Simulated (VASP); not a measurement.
# Al3GaN4 in VASP: a series of runs

Runs on Al3GaN4. Level: r2SCAN. Tasks: single point.

Everything below comes from runs of VASP 6.6.1. Logs are shortened: lines on timing, memory, paths and dates and some standing lists are left out, and cuts for length are marked.

### 1 The cell of the first run

It takes space group R3m (No. 160, trigonal). Conventional cell: a = 6.224 Å, b = 6.224 Å, c = 7.623 Å, α = 90.00°, β = 90.00°, γ = 120.00°. Al (site symmetry m) has 4 N at 1.89 to 1.90 Å within 2.5 Å. Within 2.5 Å of Ga (site symmetry 3m) lie 4 N at 1.90 to 1.97 Å. N (site symmetry m) has 3 Al at 1.89 to 1.90 Å and 1 Ga at 1.97 Å within 2.5 Å. Within 2.5 Å of N (site symmetry 3m) lie 1 Ga at 1.90 Å and 3 Al at 1.90 Å.

### 2 Single point, r2SCAN (atoms displaced along a vibrational mode)

The input, POSCAR:

```
Al3GaN4
1.0
    4.4012372926      0.0000000000      0.0000000000
    0.0000000000      4.4012372926      0.0000000000
    0.0000000000      0.0000000000      4.4012372926
Al Ga N
3 1 4
Direct
    0.4965994678      0.4965994678     -0.0116258874
    0.4965994678     -0.0116258874      0.4965994678
   -0.0116258874      0.4965994678      0.4965994678
    0.0098384312      0.0098384312      0.0098384312
    0.7410888194      0.7410888194      0.2458581124
    0.7410888194      0.2458581124      0.7410888194
    0.2458581124      0.7410888194      0.7410888194
    0.2584868855      0.2584868855      0.2584868855
```

The input, INCAR.step1:

```
SYSTEM = Al3GaN4
PREC = Accurate
ENCUT = 910
ISMEAR = 0
SIGMA = 0.05
LREAL = .False.
LASPH = .True.
NELM = 120
NBANDS = 31
GGA = PE
ALGO = Normal
EDIFF = 1E-5
LWAVE = .True.
LCHARG = .False.
GGA_COMPAT = .False.
```

The input, INCAR.step2:

```
SYSTEM = Al3GaN4
PREC = Accurate
ENCUT = 910
EDIFF = 1E-6
ISMEAR = 0
SIGMA = 0.05
LREAL = .False.
LASPH = .True.
NELM = 120
ALGO = Normal
ISIF = 2
LWAVE = .False.
LCHARG = .False.
METAGGA = R2SCAN
LMIXTAU = .True.
NBANDS = 31
ISTART = 1
GGA_COMPAT = .False.
```

The input, KPOINTS:

```
regular mesh
0
Gamma
  6 6 6
  0 0 0
```

Potentials or basis: VASP PAW PBE potentials, release 64 (Al, Ga_d, N_h).

The run is started by

```sh
$ cat potpaw_PBE.64/Al/POTCAR potpaw_PBE.64/Ga_d/POTCAR potpaw_PBE.64/N_h/POTCAR > POTCAR
$ cp INCAR.step1 INCAR
$ mpirun -np 1 vasp_std > vasp.out
$ cp INCAR.step2 INCAR
$ mpirun -np 1 vasp_std > vasp.out
```

OUTCAR:

```text
SYSTEM = Al3GaN4
   PREC = Accurate
   ENCUT = 910
   EDIFF = 1E-6
   ISMEAR = 0
   LREAL = .False.
   LASPH = .True.
   NELM = 120
   ISIF = 2
   METAGGA = R2SCAN
   ISTART = 1

 ion  position               nearest neighbor table
   1  0.497  0.497  0.988-   6 1.89   7 1.89   5 1.90   8 1.90   4 3.03   3 3.06   2 3.06   3 3.11
                             2 3.11   2 3.11   3 3.11   4 3.11   4 3.11   3 3.16   2 3.16
   2  0.497  0.988  0.497-   5 1.89   7 1.89   6 1.90   8 1.90   4 3.03   3 3.06   1 3.06   3 3.11
                             1 3.11   1 3.11   3 3.11   4 3.11   4 3.11   3 3.16   1 3.16
   3  0.988  0.497  0.497-   5 1.89   6 1.89   7 1.90   8 1.90   4 3.03   2 3.06   1 3.06   2 3.11
                             1 3.11   1 3.11   2 3.11   4 3.11   4 3.11   2 3.16   1 3.16
   4  0.010  0.010  0.010-   8 1.90   6 1.97   7 1.97   5 1.97   2 3.03   3 3.03   1 3.03   2 3.11
                             3 3.11   1 3.11   3 3.11   1 3.11   2 3.11
   5  0.741  0.741  0.246-   2 1.89   3 1.89   1 1.90   4 1.97
   6  0.741  0.246  0.741-   1 1.89   3 1.89   2 1.90   4 1.97
   7  0.246  0.741  0.741-   1 1.89   2 1.89   3 1.90   4 1.97
   8  0.258  0.258  0.258-   4 1.90   1 1.90   3 1.90   2 1.90

  LATTYP: Found a simple cubic cell.
 ALAT       =     4.4012372926

  Lattice vectors:

 A1 = (   4.4012372926,   0.0000000000,   0.0000000000)
 A2 = (   0.0000000000,   4.4012372926,   0.0000000000)
 A3 = (   0.0000000000,   0.0000000000,   4.4012372926)

Analysis of symmetry for initial positions (statically):
=====================================================================
 Subroutine PRICEL returns:
 Original cell was already a primitive cell.

 Routine SETGRP: Setting up the symmetry group for a
 simple cubic supercell.

 Subroutine GETGRP returns: Found  6 space group operations
 (whereof  6 operations were pure point group operations)
 out of a pool of 48 trial point group operations.

The static configuration has the point symmetry C_3v.

Analysis of symmetry for dynamics (positions and initial velocities):
=====================================================================
 Subroutine PRICEL returns:
 Original cell was already a primitive cell.

 Routine SETGRP: Setting up the symmetry group for a
 simple cubic supercell.

 Subroutine GETGRP returns: Found  6 space group operations
 (whereof  6 operations were pure point group operations)
 out of a pool of 48 trial point group operations.

The dynamic configuration has the point symmetry C_3v.

 Subroutine INISYM returns: Found  6 space group operations
 (whereof  6 operations are pure point group operations),
 and found     1 'primitive' translations

----------------------------------------------------------------------------------------

                                     Primitive cell

  volume of cell :      85.2559

  direct lattice vectors                    reciprocal lattice vectors
     4.401237293  0.000000000  0.000000000     0.227208835  0.000000000  0.000000000
     0.000000000  4.401237293  0.000000000     0.000000000  0.227208835  0.000000000
     0.000000000  0.000000000  4.401237293     0.000000000  0.000000000  0.227208835

  length of vectors
     4.401237293  4.401237293  4.401237293     0.227208835  0.227208835  0.227208835

  position of ions in fractional coordinates (direct lattice)
     0.496599468  0.496599468  0.988374113
     0.496599468  0.988374113  0.496599468
     0.988374113  0.496599468  0.496599468
     0.009838431  0.009838431  0.009838431
     0.741088819  0.741088819  0.245858112
     0.741088819  0.245858112  0.741088819
     0.245858112  0.741088819  0.741088819
     0.258486885  0.258486885  0.258486885

  ion indices of the primitive-cell ions
   primitive index   ion index
                 1           1
                 2           2
                 3           3
                 4           4
                 5           5
                 6           6
                 7           7
                 8           8

----------------------------------------------------------------------------------------

 KPOINTS: regular mesh

Automatic generation of k-mesh.
 Grid dimensions read from file:
 generate k-points for:    6    6    6

 Generating k-lattice:

  Cartesian coordinates                     Fractional coordinates (reciprocal lattice)
     0.037868139  0.000000000  0.000000000     0.166666667  0.000000000  0.000000000
     0.000000000  0.037868139  0.000000000     0.000000000  0.166666667  0.000000000
     0.000000000  0.000000000  0.037868139     0.000000000  0.000000000  0.166666667

  Length of vectors
     0.037868139  0.037868139  0.037868139

  Shift w.r.t. Gamma in fractional coordinates (k-lattice)
     0.000000000  0.000000000  0.000000000

 Subroutine IBZKPT returns following result:
 ===========================================

 Found     32 irreducible k-points:

 Following reciprocal coordinates:
            Coordinates               Weight
  0.000000  0.000000  0.000000      1.000000
  0.166667  0.000000  0.000000      6.000000
  0.333333  0.000000  0.000000      6.000000
  0.500000  0.000000  0.000000      3.000000
  0.166667  0.166667  0.000000      6.000000
 -0.166667  0.166667  0.000000      6.000000
[... 16 lines left out ...]
 -0.166667  0.333333  0.333333      6.000000
  0.500000  0.333333  0.166667     12.000000
 [... further k-points ...]
   k-points           NKPTS =     32   k-points in BZ     NKDIM =     32   number of bands    NBANDS=     31
   number of dos      NEDOS =    301   number of ions     NIONS =      8
   total plane-waves  NPLWV = 110592
   dimension x,y,z NGX =    48 NGY =   48 NGZ =   48
   dimension x,y,z NGXF=    96 NGYF=   96 NGZF=   96
   ions per type =               3   1   4
   NGX,Y,Z   is equivalent  to a cutoff of  18.13, 18.13, 18.13 a.u.
   NGXF,Y,Z  is equivalent  to a cutoff of  36.26, 36.26, 36.26 a.u.
 SYSTEM =  Al3GaN4
   PREC   = accura    normal or accurate (medium, high low for compatibility)
   ISTART =      1    job   : 0-new  1-cont  2-samecut
   ICHARG =      0    charge: 1-file 2-atom 10-const
   ISPIN  =      1    spin polarized calculation?
   LNONCOLLINEAR =      F non collinear calculations
   LSORBIT =      F    spin-orbit coupling
   LASPH  =      T    aspherical Exc in radial PAW
   ENCUT  =  910.0 eV  66.88 Ry    8.18 a.u.  10.83 10.83 10.83*2*pi/ulx,y,z
   NELM   =    120;   NELMIN=  2; NELMDL=  0     # of ELM steps
   EDIFF  = 0.1E-05   stopping-criterion for ELM
   LREAL  =      F    real-space projection
   EDIFFG = 0.1E-04   stopping-criterion for IOM
   NSW    =      0    number of steps for IOM
   IBRION =     -1    ionic relax: 0-MD 1-quasi-New 2-CG
   NFREE  =      0    steps in history (QN), initial steepest desc. (CG)
   ISIF   =      2    stress and relaxation
   ISYM   =      2    0-nonsym 1-usesym 2-fastsym
   POTIM  = 0.5000    time-step for ionic-motion
   TEBEG  =    0.0;   TEEND  =   0.0 temperature during run
   PSTRESS=    0.0 pullay stress
   NELECT =      42.0000    total number of electrons
   NUPDOWN=      -1.0000    fix difference up-down
   EMIN   =  10.00;   EMAX   =-10.00  energy-range for DOS
   EFERMI =   0.00;   METHOD = LEGACY
   ISMEAR =     0;   SIGMA  =   0.05  broadening in eV -4-tet -1-fermi 0-gaus
   EFERMI_NEDOS =   21; number of points for ismear=-14 and -15
   IALGO  =     38    algorithm
   IMIX   =      4    mixing-type and parameters
     AMIX     =   0.40;   BMIX     =  1.00
     AMIX_MAG =   1.60;   BMIX_MAG =  1.00
  volume/ion in A,a.u.               =      10.66        71.92
  Fermi-wavevector in a.u.,A,eV,Ry     =   1.292954  2.443329 22.745275  1.671731
  Thomas-Fermi vector in A             =   2.424630
   LORBIT       =      0    0 simple, 1 ext, 2 COOP (PROOUT), +10 PAW based schemes
   METAGGA = R2SCAN    functional components
   LHFCALC =     F    Hartree Fock is set to
   AEXX    =    0.0000 exact exchange contribution
   IVDW    =     0    specifies the selected vdW correction
   LEPSILON=     F    determine dielectric tensor
   LRPA    =     F    only Hartree local field effects (RPA)
 non-spin polarized calculation
 Gauss-broadening in eV      SIGMA  =   0.05
  energy-cutoff  :      910.00
  volume of cell :       85.26
 maximum number of plane-waves:      5400
 NGX is ok and might be reduce to    48
   NGX = 21   NGY = 21   NGZ = 21

 number of electron      42.0000000 magnetization

 Free energy of the ion-electron system (eV)
  ---------------------------------------------------
  ext. energy  EPLUGINS =         0.00000000
  ---------------------------------------------------
  free energy    TOTEN  =       -79.33367878 eV

  energy without entropy =      -79.33367878  energy(sigma->0) =      -79.33367878

 E-fermi :   6.0462     XC(G=0): -11.7488

 val. band max:        5.8185708567   @ k =   0.1667   0.1667   0.0000
 cond. band min:       9.7491618149   @ k =   0.0000   0.0000   0.0000
 fundamental gap:      3.9305909581
 Fermi energy:         6.0462160880

 k-point     1 :       0.0000    0.0000    0.0000
  band No.  band energies     occupation
      1     -10.1774      2.00000
      2      -8.3712      2.00000
      3      -8.1981      2.00000
      4      -8.1981      2.00000
      5      -7.1735      2.00000
      6      -7.1735      2.00000
[... 23 lines left out ...]
     30      18.6488      0.00000
     31      18.6488      0.00000

 k-point     2 :       0.1667    0.0000    0.0000
  band No.  band energies     occupation
      1     -10.0509      2.00000
      2      -8.4164      2.00000
      3      -8.2450      2.00000
      4      -8.2050      2.00000
      5      -7.1721      2.00000
      6      -7.1691      2.00000
[... 23 lines left out ...]
     30      18.8321      0.00000
     31      18.8512      0.00000

 k-point     3 :       0.3333    0.0000    0.0000
  band No.  band energies     occupation
      1      -9.6973      2.00000
      2      -8.6691      2.00000
      3      -8.2989      2.00000
      4      -8.2184      2.00000
      5      -7.1693      2.00000
      6      -7.1570      2.00000
[... 23 lines left out ...]
     30      18.6044      0.00000
     31      19.2243      0.00000

 k-point     4 :       0.5000    0.0000    0.0000
  band No.  band energies     occupation
      1      -9.2967      2.00000
      2      -9.0488      2.00000
      3      -8.3114      2.00000
      4      -8.2249      2.00000
      5      -7.1678      2.00000
      6      -7.1426      2.00000
[... 23 lines left out ...]
     30      17.9011      0.00000
     31      18.2265      0.00000

 k-point     5 :       0.1667    0.1667    0.0000
  band No.  band energies     occupation
      1      -9.9286      2.00000
      2      -8.4294      2.00000
      3      -8.3021      2.00000
      4      -8.2214      2.00000
      5      -7.1691      2.00000
      6      -7.1662      2.00000
[... 23 lines left out ...]
     30      18.7217      0.00000
     31      18.8775      0.00000
[... 542 lines left out ...]
     30      17.7029      0.00000
     31      17.9674      0.00000

 k-point    22 :      -0.3333    0.3333    0.1667
  band No.  band energies     occupation
      1      -9.2444      2.00000
      2      -8.6488      2.00000
      3      -8.4528      2.00000
      4      -8.2687      2.00000
      5      -7.1548      2.00000
      6      -7.1471      2.00000
[... 23 lines left out ...]
     30      17.6720      0.00000
     31      18.0111      0.00000

 k-point    23 :      -0.1667    0.3333    0.3333
  band No.  band energies     occupation
      1      -9.2402      2.00000
      2      -8.6276      2.00000
      3      -8.5178      2.00000
      4      -8.2280      2.00000
      5      -7.1542      2.00000
      6      -7.1476      2.00000
[... 23 lines left out ...]
     30      17.5961      0.00000
     31      18.0564      0.00000

 k-point    24 :       0.5000    0.3333    0.1667
  band No.  band energies     occupation
      1      -9.0173      2.00000
      2      -8.7381      2.00000
      3      -8.4757      2.00000
      4      -8.3225      2.00000
      5      -7.1524      2.00000
      6      -7.1400      2.00000
[... 23 lines left out ...]
     30      17.5335      0.00000
     31      18.0562      0.00000

 [... further k-points ...]

------------------------ aborting loop because EDIFF is reached ----------------------------------------

  FORCE on cell =-STRESS in cart. coord.  units (eV):
  Direction    XX          YY          ZZ          XY          YZ          ZX
  --------------------------------------------------------------------------------------
  -------------------------------------------------------------------------------------
  Total       -0.0937453     -0.0937453     -0.0937453      0.2928133      0.2928133      0.2928133
  in kB       -1.7617156     -1.7617156     -1.7617156      5.5027144      5.5027144      5.5027144
  external PRESSURE =      -1.7617156 kB  Pullay stress =       0.0000000 kB

 VOLUME and BASIS-vectors are now :
 -----------------------------------------------------------------------------
  energy-cutoff  :      910.00
  volume of cell :       85.26
      direct lattice vectors                 reciprocal lattice vectors
     4.401237293  0.000000000  0.000000000     0.227208835  0.000000000  0.000000000
     0.000000000  4.401237293  0.000000000     0.000000000  0.227208835  0.000000000
     0.000000000  0.000000000  4.401237293     0.000000000  0.000000000  0.227208835

 POSITION                                       TOTAL-FORCE (eV/Angst)
 -----------------------------------------------------------------------------------
      2.18565      2.18565      4.35007         0.090940      0.090940      0.330733
      2.18565      4.35007      2.18565         0.090940      0.330733      0.090940
      4.35007      2.18565      2.18565         0.330733      0.090940      0.090940
      0.04330      0.04330      0.04330        -0.793892     -0.793892     -0.793892
      3.26171      3.26171      1.08208         0.019032      0.019032      0.180550
      3.26171      1.08208      3.26171         0.019032      0.180550      0.019032
      1.08208      3.26171      3.26171         0.180550      0.019032      0.019032
      1.13766      1.13766      1.13766         0.062666      0.062666      0.062666
 -----------------------------------------------------------------------------------
    total drift:                                0.000915      0.000915      0.000914

  FREE ENERGIE OF THE ION-ELECTRON SYSTEM (eV)
  ---------------------------------------------------
  free  energy   TOTEN  =       -79.3336787793 eV

  energy  without entropy=      -79.3336787792  energy(sigma->0) =      -79.33367878
```

It took 12 min on 1 thread of AMD EPYC 7R13 (Zen 3), shared host; peak memory 0.44 GiB.

What came out:

- Free energy: -79.3337 eV
- Pressure: -0.2 GPa
- Largest force: 1.375 eV/Å
- Band gap on the k mesh: 3.93 eV

Forces on the atoms (eV/Å):
```
Al   0.091  0.091  0.331
Al   0.091  0.331  0.091
Al   0.331  0.091  0.091
Ga  -0.794 -0.794 -0.794
N    0.019  0.019  0.181
N    0.019  0.181  0.019
N    0.181  0.019  0.019
N    0.063  0.063  0.063
```

Levels at points of the mesh, in eV from the valence-band top:
```
           k point  band 18  band 19  band 20  band 21  band 22  band 23  band 24  band 25
(0.00, 0.00, 0.00)    -1.99    -0.02     0.00     0.00     3.93     3.93     4.00     4.14
(0.50, 0.00, 0.00)    -1.29    -1.23    -0.98    -0.91     6.19     6.31     6.74     6.76
(0.50, 0.50, 0.00)    -0.89    -0.59    -0.57    -0.48     7.90     8.22     8.25     8.59
(0.50, 0.50, 0.50)    -0.64    -0.47    -0.30    -0.30     6.14     7.77     7.77     7.78
```

Caveat: the cell differs from its parent crystal (atoms displaced along a vibrational mode); the PAW data sets were made with another functional, which shifts forces and pressure a little.

### 3 Single point, r2SCAN (atoms displaced along a vibrational mode)

The input, POSCAR:

```
Al3GaN4
1.0
    4.4012372926      0.0000000000      0.0000000000
    0.0000000000      4.4012372926      0.0000000000
    0.0000000000      0.0000000000      4.4012372926
Al Ga N
3 1 4
Direct
    0.5000000000      0.4975078323      0.0000000000
    0.5000000000     -0.0085203313      0.5000000000
    0.0000000000      0.4975078323      0.5000000000
    0.0000000000      0.0072103479      0.0000000000
    0.7467719907      0.7419888519      0.2532280093
    0.7421443297      0.2530725315      0.7421443297
    0.2532280093      0.7419888519      0.7467719907
    0.2578556703      0.2530725315      0.2578556703
```

The input, INCAR.step1:

```
SYSTEM = Al3GaN4
ALGO = Normal ; EDIFF = 1E-4
ENCUT = 520 ; GGA = PE
ISMEAR = 0 ; LASPH = .TRUE.
LCHARG = .FALSE. ; LREAL = .FALSE.
LWAVE = .TRUE. ; NBANDS = 31
NELM = 60 ; PREC = Accurate
SIGMA = 0.05
```

The input, INCAR.step2:

```
SYSTEM = Al3GaN4
ALGO = Normal ; EDIFF = 1E-6
ENCUT = 520 ; ISIF = 2
ISMEAR = 0 ; ISTART = 1
LASPH = .TRUE. ; LCHARG = .TRUE.
LELF = .TRUE. ; LMIXTAU = .TRUE.
LREAL = .FALSE. ; LVHAR = .TRUE.
LWAVE = .FALSE. ; METAGGA = R2SCAN
NBANDS = 31 ; NELM = 60
PREC = Accurate ; SIGMA = 0.05
```

The input, KPOINTS:

```
k-points
0
G
  6 6 6
  0 0 0
```

Potentials or basis: VASP PAW PBE potentials, release 64 (Al, Ga_d, N).

The run is started by

```sh
$ cat potpaw_PBE.64/Al/POTCAR potpaw_PBE.64/Ga_d/POTCAR potpaw_PBE.64/N/POTCAR > POTCAR
$ cp INCAR.step1 INCAR
$ mpirun -np 1 vasp_std > vasp.out
$ cp INCAR.step2 INCAR
$ mpirun -np 1 vasp_std > vasp.out
```

It took 7.3 min on 1 thread of Intel Xeon 8259CL, shared host; peak memory 0.3 GiB.

The run converged. Its results:

```yaml
Free_energy: -79.4210 eV
Pressure: 0.0 GPa
Largest_force: 0.525 eV/Å
Band_gap_on_the_k_mesh: 3.96 eV
```

Forces on the atoms (eV/Å):
```
Al   0.000  0.070  0.000
Al   0.000  0.241  0.000
Al   0.000  0.070  0.000
Ga   0.000 -0.525  0.000
N   -0.077 -0.008  0.077
N   -0.013  0.080 -0.013
N    0.077 -0.008 -0.077
N    0.013  0.080  0.013
```

Stress tensor (GPa, compression positive):
```
 0.01  0.00  0.37
 0.00 -0.08  0.00
 0.37  0.00  0.01
```

Levels at points of the mesh, in eV from the valence-band top:
| k point | band 18 | band 19 | band 20 | band 21 | band 22 | band 23 | band 24 | band 25 |
| --- | --- | --- | --- | --- | --- | --- | --- | --- |
| (0.00, 0.00, 0.00) | -2.01 | 0.00 | 0.00 | 0.00 | 3.96 | 3.99 | 4.04 | 4.11 |
| (0.50, 0.00, 0.00) | -1.26 | -1.26 | -0.94 | -0.94 | 6.25 | 6.31 | 6.77 | 6.78 |
| (0.00, 0.50, 0.00) | -1.28 | -1.23 | -0.97 | -0.92 | 6.23 | 6.34 | 6.76 | 6.78 |
| (0.50, 0.50, 0.00) | -0.88 | -0.58 | -0.53 | -0.52 | 8.02 | 8.28 | 8.31 | 8.56 |
| (0.50, 0.00, 0.50) | -0.88 | -0.58 | -0.56 | -0.50 | 7.97 | 8.25 | 8.34 | 8.59 |
| (0.50, 0.50, 0.50) | -0.63 | -0.40 | -0.36 | -0.32 | 6.18 | 7.79 | 7.80 | 7.81 |

Caveat: the cell differs from its parent crystal (atoms displaced along a vibrational mode); the PAW data sets were made with another functional, which shifts forces and pressure a little. A k mesh can miss the band edges.
